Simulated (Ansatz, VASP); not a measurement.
## Two plane-wave programs on TiH

```
CELL_PARAMETERS angstrom
2.69872 0.00000 0.00000
0.00000 2.69872 0.00000
0.00000 0.00000 23.80000
ATOMIC_POSITIONS crystal
Ti 0.00000 0.00000 0.29412
H 0.50000 0.50000 0.29412
```

Alike in both runs: functional PBE; k mesh 20 × 20 × 1; occupations gaussian, width 0.1 eV; collinear spin.

Ansatz relaxed the structure, and its values are those at the end. VASP's run is a single point on that final structure, the one shown.

```csv
,VASP,Ansatz
version,VASP 6.6.1,Ansatz 0.2.0
potentials or method,"VASP PAW PBE potentials, release 64 (Ti_sv, H), cutoff 520 eV","scalar-relativistic, plane waves, PAW"
valence electrons in the cell,13,13
```

Ansatz gave:

| Item | Value |
| --- | --- |
| gap on the k mesh at the Fermi level (eV) | none |
| net moment per atom (μB) | 0.25 |
| size of the moment on the site where the two differ most (μB) | 0.17 |

Task: Which values does VASP return?

Result: gap on the k mesh at the Fermi level (eV): none; net moment per atom (μB): 0.26; size of the moment on the site where the two differ most (μB): 0.26.

Site moments also hang on the region over which each program counts them. A gap of «none» marks a metal or a gap that the smearing closes. Ansatz's warnings: xc potential rough in thin density.
